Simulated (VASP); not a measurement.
## RbBr: single point with HSE06

Crystal: RbBr.

```
Rb Br
1.0
     4.12425    0.00000    0.00000
     0.00000    4.12425    0.00000
     0.00000    0.00000    4.12425
Rb Br
1 1
Direct
  0.00000 0.00000 0.00000
  0.50000 0.50000 0.50000
```

| Property | Result |
| --- | --- |
| Program | VASP 6.6.1 |
| Task | single point |
| Functional | HSE06 |
| Potentials or basis | VASP PAW PBE potentials, release 64 (Rb_sv, Br) |
| Cutoff | 520 eV |
| k mesh | 4 × 4 × 4 |
| Occupations | gaussian, width 0.01 eV |
| Spin | no spin polarisation |
| Dipole correction | no |
| Grid for exact exchange (PRECFOCK) | Normal |
| Further INCAR settings | ALGO = Normal; EDIFF = 1e-06; NBANDS = 15 |
| Share of exact exchange | 0.25 |
| Screening parameter | 0.2079 1/Å |

```yaml
Pressure: 0.5 GPa
Band_gap_on_the_k_mesh: 5.27 eV (least direct gap 5.43 eV)
```

Levels at points of the mesh, in eV from the valence-band top:
```tsv
k point	band 4	band 5	band 6	band 7	band 8	band 9	band 10	band 11	band 12	band 13
(0.00, 0.00, 0.00)	-9.64	-9.64	-0.16	-0.16	-0.16	5.27	6.76	6.76	11.41	11.41
(0.50, 0.00, 0.00)	-9.59	-9.59	-1.81	-0.24	-0.24	8.17	8.33	8.97	9.92	11.33
(0.50, 0.50, 0.00)	-9.97	-9.55	-1.13	-1.13	0.00	6.49	7.46	9.29	9.29	12.18
(0.50, 0.50, 0.50)	-9.87	-9.87	-1.42	-1.42	-1.42	9.45	9.45	9.45	10.82	10.82
```

Run time: 4.9 min on 1 thread of AMD EPYC 9R45 96-Core Processor (Zen 5), with other jobs on the host, peak memory 0.26 GiB.

Caveat: the PAW data sets were made with another functional, which shifts forces and pressure a little. A k mesh can miss the band edges.
